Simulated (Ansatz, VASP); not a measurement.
# Ga: VASP beside Ansatz

POSCAR

```
Ga
1.0
    2.2318501700     -3.7932285796      0.0000000000
    2.2318501700      3.7932285796      0.0000000000
    0.0000000000      0.0000000000      4.5346411306
Ga
4
Direct
    0.8442341977      0.1557658023      0.0855794111
    0.6557658023      0.3442341977      0.5855794111
    0.1557658023      0.8442341977      0.9144205889
    0.3442341977      0.6557658023      0.4144205889
```

Contents of INCAR.step1:

```
SYSTEM = Ga
PREC = Accurate
ENCUT = 520
ISMEAR = 0
SIGMA = 0.2
LREAL = .False.
LASPH = .True.
NELM = 100
NBANDS = 34
GGA = PE
ALGO = Normal
EDIFF = 1E-4
LWAVE = .True.
LCHARG = .False.
```

The input INCAR.step2:

```
SYSTEM = Ga
PREC = Accurate
ENCUT = 520
EDIFF = 1E-7
ISMEAR = 0
SIGMA = 0.2
LREAL = .False.
LASPH = .True.
NELM = 100
ALGO = Normal
ISIF = 2
LWAVE = .False.
LCHARG = .True.
METAGGA = R2SCAN
LMIXTAU = .True.
LELF = .True.
LVHAR = .True.
NBANDS = 34
ISTART = 1
```

The input KPOINTS:

```
regular mesh
0
Gamma
  8 8 7
  0 0 0
```

Input for Ansatz:

```yaml
crystal:
  lattice:
    - [2.23185017, -3.7932285796, 0.0]
    - [2.23185017, 3.7932285796, 0.0]
    - [0.0, 0.0, 4.5346411306]
  atoms:
    - { symbol: Ga, position: [0.8442341977, 0.1557658023, 0.0855794111] }
    - { symbol: Ga, position: [0.6557658023, 0.3442341977, 0.5855794111] }
    - { symbol: Ga, position: [0.1557658023, 0.8442341977, 0.9144205889] }
    - { symbol: Ga, position: [0.3442341977, 0.6557658023, 0.4144205889] }
hamiltonian:
  xc: r2scan
  pseudopotentials:
    kind: paw
    azcp:
      Ga: "pseudopotentials/Ga.paw.azcp"
basis:
  ecutwfc: 500
  fft_grid_basis: typed
kpoints:
  mp_grid: { grid: [8, 8, 7], shift: [0, 0, 0] }
magnetization:
  spin_polarized: false
scf:
  occupations: { method: gaussian, width: 0.2 }
  lower_state_search: "off"
output:
  stress: true
```

Alike in both runs: task single point; functional r2SCAN; k mesh 8 × 8 × 7; occupations gaussian, width 0.2 eV; no spin polarisation.

```csv
,VASP,Ansatz
version,VASP 6.6.1,Ansatz 0.2.0
potentials or method,"VASP PAW PBE potentials, release 64 (Ga_d), cutoff 520 eV","plane waves (500 eV) with PAW, scalar-relativistic"
valence electrons in the cell,52,52
```

VASP gave:

* pressure (GPa): 0.1

Problem. Estimate Ansatz's values.

Solution. Pressure (GPa): 0.0.

VASP's potentials were made for PBE, not for r2SCAN.
